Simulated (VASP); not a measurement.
TiO, 4 atoms in the cell. Symmetry: P6_3/mmc, No. 194, hexagonal system. Conventional cell: a = 2.763 Å, b = 2.763 Å, c = 5.758 Å, α = 90.00°, β = 90.00°, γ = 120.00°. Within 2.9 Å of Ti (site symmetry -3m) lie 6 O at 2.15 Å and 8 Ti at 2.76 to 2.88 Å. O (site symmetry -6m2) has 6 Ti at 2.15 Å and 6 O at 2.76 Å within 2.8 Å. 

```yaml
Program: VASP 6.6.1
Task: single point
Functional: r2SCAN
Potentials_or_basis: VASP PAW PBE potentials, release 64 (Ti_sv, O)
Cutoff: 520 eV
k_mesh: 18 × 18 × 8
Occupations: gaussian, width 0.1 eV
Spin: no spin polarisation
Dipole_correction: no
Further_INCAR_settings: ALGO = Normal; EDIFF = 1e-06; NBANDS = 26
```

Potentials or basis: VASP PAW PBE potentials, release 64 (Ti_sv, O).

The run is started by

```bash
$ cat potpaw_PBE.64/Ti_sv/POTCAR potpaw_PBE.64/O/POTCAR > POTCAR
$ cp INCAR.step1 INCAR
$ mpirun -np 1 vasp_std > vasp.out
$ cp INCAR.step2 INCAR
$ mpirun -np 1 vasp_std > vasp.out
```

Hardware: 1 thread of Intel(R) Xeon(R) 6975P-C (Granite Rapids) (shared host).

Problem. How long does it take, and how much memory?

Solution. It took 5.4 min on 1 thread of Intel(R) Xeon(R) 6975P-C (Granite Rapids) (shared host), peak memory 0.28 GiB. Counts: k points 185.
